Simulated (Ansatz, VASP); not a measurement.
# Ta in VASP and in Ansatz

```
CELL_PARAMETERS angstrom
2.90037 0.00000 0.00000
-1.45019 2.51180 0.00000
0.00000 0.00000 5.16627
ATOMIC_POSITIONS crystal
Ta 0.66667 0.33333 0.70645
Ta 0.33333 0.66667 0.25000
```

Alike in both runs: task single point; functional PBEsol; k mesh 18 × 18 × 10; occupations gaussian, width 0.15 eV; no spin polarisation.

|  | VASP | Ansatz |
| --- | --- | --- |
| version | VASP 6.6.1 | Ansatz 0.2.0 |
| potentials or method | VASP PAW PBE potentials, release 64 (Ta_pv), cutoff 520 eV | scalar-relativistic, plane waves, PAW |
| valence electrons in the cell | 22 | 26 |

VASP gave:

* gap on the k mesh at the Fermi level (eV): none
* pressure (GPa): -3.1
* traceless stress, the component that is largest in VASP (GPa): 1.56
* rms of the force components (eV/Å): 1.331

Question: Which values does Ansatz return?

Answer: gap on the k mesh at the Fermi level (eV): none; pressure (GPa): -3.2; traceless stress, the component that is largest in VASP (GPa): 1.55; rms of the force components (eV/Å): 1.331.

VASP's potentials were made for PBE, not for PBEsol. Atom by atom the forces differ by 0.000 eV/Å (rms over components). A gap of «none» marks a metal or a gap that the smearing closes. VASP's potentials hold 22 valence electrons a cell and Ansatz's 26, so a difference there can come from the potentials and not from the codes.

Neither program's run includes spin-orbit coupling.
